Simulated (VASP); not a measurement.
# NbAs (I4_1md) in VASP: notebook, part 2 of 2

VASP 6.6.1.

### Step 3. Single point, PBE

This run uses another cell than the first one, of 17.39 Å³/atom, 0.981 times its volume.

File INCAR:

```
  ALGO = Normal
  EDIFF = 1E-6
  ENCUT = 520
  GGA = PE
  ISIF = 2
  ISMEAR = 0
  LASPH = T
  LCHARG = F
  LREAL = F
  LWAVE = F
  NBANDS = 26
  NELM = 100
  PREC = Accurate
  SIGMA = 0.1
```

File KPOINTS:

```
k-points
0
Gamma
  8 8 8
```

File POSCAR:

```
NbAs
1.0
   -1.7258500000      1.7258500000      5.8400000000
    1.7258500000     -1.7258500000      5.8400000000
    1.7258500000      1.7258500000     -5.8400000000
Nb As
2 2
Direct
    0.0000000000      0.0000000000      0.0000000000
    0.7500000000      0.2500000000      0.5000000000
    0.4160000000      0.4160000000      0.0000000000
    0.1660000000      0.6660000000      0.5000000000
```

Potentials or basis: VASP PAW PBE potentials, release 64 (Nb_sv, As).

Command:

```sh
cat potpaw_PBE.64/Nb_sv/POTCAR potpaw_PBE.64/As/POTCAR > POTCAR
mpirun -np 1 vasp_std > vasp.out
```

OUTCAR:

```text
EDIFF = 1E-6
   ENCUT = 520
   GGA = PE
   ISIF = 2
   ISMEAR = 0
   LASPH = T
   LREAL = F
   NELM = 100
   PREC = Accurate

 ion  position               nearest neighbor table
   1  0.000  0.000  0.000-   4 2.60   4 2.60   3 2.63   3 2.63   3 2.63   3 2.63
   2  0.750  0.250  0.500-   3 2.60   3 2.60   4 2.63   4 2.63   4 2.63   4 2.63
   3  0.416  0.416  0.000-   2 2.60   2 2.60   1 2.63   1 2.63   1 2.63   1 2.63
   4  0.166  0.666  0.500-   1 2.60   1 2.60   2 2.63   2 2.63   2 2.63   2 2.63

  LATTYP: Found a body centered tetragonal cell.
 ALAT       =     3.4517000000
 C/A-ratio  =     3.3838398470

  Lattice vectors:

 A1 = (  -1.7258500000,   1.7258500000,   5.8400000000)
 A2 = (   1.7258500000,  -1.7258500000,   5.8400000000)
 A3 = (   1.7258500000,   1.7258500000,  -5.8400000000)

Analysis of symmetry for initial positions (statically):
=====================================================================
 Subroutine PRICEL returns:
 Original cell was already a primitive cell.

 Routine SETGRP: Setting up the symmetry group for a
 body centered tetragonal supercell.

 Subroutine GETGRP returns: Found  8 space group operations
 (whereof  4 operations were pure point group operations)
 out of a pool of 16 trial point group operations.

The static configuration has the point symmetry C_2v.
 The point group associated with its full space group is C_4v.

Analysis of symmetry for dynamics (positions and initial velocities):
=====================================================================
 Subroutine PRICEL returns:
 Original cell was already a primitive cell.

 Routine SETGRP: Setting up the symmetry group for a
 body centered tetragonal supercell.

 Subroutine GETGRP returns: Found  8 space group operations
 (whereof  4 operations were pure point group operations)
 out of a pool of 16 trial point group operations.

[... 117 lines left out ...]
   NUPDOWN=      -1.0000    fix difference up-down
   EMIN   =  10.00;   EMAX   =-10.00  energy-range for DOS
   EFERMI =   0.00;   METHOD = LEGACY
   ISMEAR =     0;   SIGMA  =   0.10  broadening in eV -4-tet -1-fermi 0-gaus
   EFERMI_NEDOS =   21; number of points for ismear=-14 and -15
   IALGO  =     38    algorithm
   IMIX   =      4    mixing-type and parameters
     AMIX     =   0.40;   BMIX     =  1.00
     AMIX_MAG =   1.60;   BMIX_MAG =  1.00
  volume/ion in A,a.u.               =      17.39       117.39
  Fermi-wavevector in a.u.,A,eV,Ry     =   1.314264  2.483599 23.501213  1.727290
  Thomas-Fermi vector in A             =   2.444529
   LORBIT       =      0    0 simple, 1 ext, 2 COOP (PROOUT), +10 PAW based schemes
   GGA     = PE    functional components
   LHFCALC =     F    Hartree Fock is set to
   AEXX    =    0.0000 exact exchange contribution
   IVDW    =     0    specifies the selected vdW correction
   LEPSILON=     F    determine dielectric tensor
   LRPA    =     F    only Hartree local field effects (RPA)
 non-spin polarized calculation
 Gauss-broadening in eV      SIGMA  =   0.10
  energy-cutoff  :      520.00
  volume of cell :       69.58
 maximum number of plane-waves:      1894
   NGX = 23   NGY = 23   NGZ = 23

 number of electron      35.9999999 magnetization

 Free energy of the ion-electron system (eV)
  ---------------------------------------------------
  ext. energy  EPLUGINS =         0.00000000
  ---------------------------------------------------
  free energy    TOTEN  =       -32.49861063 eV

  energy without entropy =      -32.49290927  energy(sigma->0) =      -32.49575995

 E-fermi :   9.6542     XC(G=0): -11.8491

 val. band max:        9.6316070297   @ k =  -0.1250   0.3750   0.1250
 cond. band min:       9.6597831212   @ k =  -0.2500   0.5000   0.2500
 fundamental gap:      0.0281760915
 Fermi energy:         9.6541551995

 k-point     1 :       0.0000    0.0000    0.0000
  band No.  band energies     occupation
      1     -45.4848      2.00000
      2     -45.4563      2.00000
      3     -21.7027      2.00000
      4     -21.5960      2.00000
      5     -21.5960      2.00000
      6     -21.4373      2.00000
[... 685 lines left out ...]
     25      14.1131      0.00000
     26      15.5054      0.00000

 [... further k-points ...]
[... 5 lines left out ...]
  --------------------------------------------------------------------------------------
  -------------------------------------------------------------------------------------
  Total        1.3304106      1.3304106      1.6920831      0.0000000      0.0000000      0.0000000
  in kB       30.6349623     30.6349623     38.9630846      0.0000000      0.0000000      0.0000000
  external PRESSURE =      33.4110031 kB  Pullay stress =       0.0000000 kB

 VOLUME and BASIS-vectors are now :
 -----------------------------------------------------------------------------
  energy-cutoff  :      520.00
  volume of cell :       69.58
      direct lattice vectors                 reciprocal lattice vectors
    -1.725850000  1.725850000  5.840000000     0.000000000  0.289712316  0.085616438
     1.725850000 -1.725850000  5.840000000     0.289712316  0.000000000  0.085616438
     1.725850000  1.725850000 -5.840000000     0.289712316  0.289712316  0.000000000

 POSITION                                       TOTAL-FORCE (eV/Angst)
 -----------------------------------------------------------------------------------
      0.00000      0.00000      0.00000         0.000000     -0.000000     -0.298524
      0.00000      1.72585      2.92000        -0.000000      0.000000     -0.298524
      0.00000      0.00000      4.85888         0.000000     -0.000000      0.298524
      1.72585      0.00000      1.93888        -0.000000      0.000000      0.298524
 -----------------------------------------------------------------------------------
    total drift:                               -0.000000     -0.000000      0.000051

  FREE ENERGIE OF THE ION-ELECTRON SYSTEM (eV)
  ---------------------------------------------------
  free  energy   TOTEN  =       -32.4986106337 eV

  energy  without entropy=      -32.4929092658  energy(sigma->0) =      -32.49575995
```

Run time: 3.5 min. Hardware: 1 thread of Intel Xeon Platinum 8488C (Sapphire Rapids), shared host; peak memory 0.36 GiB.

What came out:

```
Free energy            : -32.4986 eV
Pressure               : 3.3 GPa
Largest force          : 0.299 eV/Å
Band gap on the k mesh : zero (band 18 reaches 9.66 eV, above the bottom of band 19 at 9.63 eV)
```

Forces on the atoms (eV/Å):
```
Nb   0.000  0.000 -0.299
Nb   0.000  0.000 -0.299
As   0.000  0.000  0.299
As   0.000  0.000  0.299
```

Stress tensor (GPa, compression positive):
```
3.06 0.00 0.00
0.00 3.06 0.00
0.00 0.00 3.90
```

Levels at points of the mesh, in eV from the Fermi level:
| k point | band 14 | band 15 | band 16 | band 17 | band 18 | band 19 | band 20 | band 21 | band 22 | band 23 |
| --- | --- | --- | --- | --- | --- | --- | --- | --- | --- | --- |
| (0.00, 0.00, 0.00) | -2.26 | -2.05 | -1.68 | -1.39 | -1.39 | 0.71 | 1.28 | 2.40 | 3.00 | 3.00 |
| (0.50, 0.00, 0.00) | -3.16 | -2.21 | -1.89 | -1.42 | -0.07 | 0.04 | 1.15 | 2.12 | 2.28 | 2.78 |
| (0.50, 0.50, 0.00) | -4.68 | -2.81 | -2.81 | -0.61 | -0.61 | 2.40 | 2.40 | 2.68 | 2.68 | 3.54 |
| (0.50, 0.50, 0.50) | -2.69 | -2.53 | -2.53 | -0.53 | -0.53 | 0.98 | 0.98 | 1.90 | 1.90 | 3.16 |
